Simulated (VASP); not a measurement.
Crystal: CsI.

```
CELL_PARAMETERS angstrom
4.60808 0.00000 0.00000
0.00000 4.60808 0.00000
0.00000 0.00000 4.60808
ATOMIC_POSITIONS crystal
Cs 0.00000 0.00000 0.00000
I 0.50000 0.50000 0.50000
```

Base run:

- Program: VASP 6.6.1
- Functional: PBE
- Potentials or basis: VASP PAW PBE potentials, release 64 (Cs_sv, I)
- Cutoff: 500 eV
- k mesh: 4 × 4 × 4
- Occupations: methfessel-paxton, width 0.001 eV
- Spin: no spin polarisation

Its results: band gap on the k mesh 3.79 eV, indirect (least direct gap 3.88 eV); pressure 0.5 GPa.

Task: After a change of settings the same cell gave: band gap on the k mesh 3.73 eV, indirect (least direct gap 3.82 eV); pressure 1.3 GPa. Which change was it?
A. occupations from methfessel-paxton, width 0.001 eV to methfessel-paxton, width 0.5 eV
B. functional from PBE to HSE06; cutoff from 500 eV to 400 eV; occupations from methfessel-paxton, width 0.001 eV to gaussian, width 0.01 eV
C. functional from PBE to PBE-based screened hybrid; cutoff from 500 eV to 400 eV; occupations from methfessel-paxton, width 0.001 eV to gaussian, width 0.01 eV
D. k mesh from 4 × 4 × 4 to 2 × 2 × 2; occupations from methfessel-paxton, width 0.001 eV to gaussian, width 0.01 eV

Result: D.

Caveats: some runs use coarse meshes; spin-orbit coupling is left out, which moves the levels of the heavy elements.
